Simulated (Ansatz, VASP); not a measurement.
## One calculation of TiAlF, two programs

```
Ti Al F
1.0
     3.71137    0.00000    0.00000
     0.00000    3.71137    0.00000
     0.00000    0.00000    6.63955
Ti Al F
2 2 2
Direct
  0.00000 0.00000 0.00000
  0.50000 0.50000 0.00000
  0.00000 0.50000 0.41369
  0.50000 0.00000 0.58631
  0.00000 0.50000 0.81851
  0.50000 0.00000 0.18149
```

Change from the starting cell: species swapped into the CaNiGe type (P4/nmm, No. 129).

Alike in both runs: task relaxation of cell and atoms; functional PBE; k mesh 6 × 6 × 4; occupations gaussian, width 0.1 eV; no spin polarisation.

|  | VASP | Ansatz |
| --- | --- | --- |
| version | VASP 6.6.1 | Ansatz 0.2.0 |
| potentials or method | VASP PAW PBE potentials, release 64 (Ti_sv, Al, F), cutoff 600 eV | scalar-relativistic, plane waves, PAW |
| valence electrons in the cell | 44 | 44 |

```tsv
	VASP	Ansatz	Ansatz less VASP
gap on the k mesh at the Fermi level, each at its own relaxed structure (eV)	none	none	-
relaxed volume (Å³/atom)	15.14	15.15	+0.007
relaxed cell length with the largest relative difference (Å)	6.590	6.602	+0.0125
```

A gap of «none» marks a metal or a gap that the smearing closes.
